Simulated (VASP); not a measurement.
Runs of VASP 6.6.1 on B6As. The structure is that of space group R-3m (No. 166), or close to it. The cells are those of the table. 

```csv
cell,gap on the mesh (eV),pressure (GPa),largest force (eV/Å)
"a = 5.316 Å, angles 70.5°, 14 atoms",(c),0.3,0.02
"a = 5.497 Å, angles 70.1°, 14 atoms",2.32,-15.0,0.01
"a = 5.372 Å, angles 70.3°, 14 atoms",2.77,(b),0.01
"a = 5.426 Å, angles 70.2°, 14 atoms",(a),-9.8,0.01
```

Alike in all rows: task single point; level r2SCAN; potentials or basis VASP PAW PBE potentials, release 64 (B, As); no spin polarisation; k mesh 6 × 6 × 6; cutoff (eV) 520; smearing gaussian 0.02 eV.

**Question.** Estimate the missing entries.

**Answer.** (a) 2.57; (b) -5.1; (c) 2.88.

Caveats: the PAW data sets were made with another functional, which shifts forces and pressure a little.

A k mesh can miss the band edges, and the runs leave out spin-orbit coupling on As.
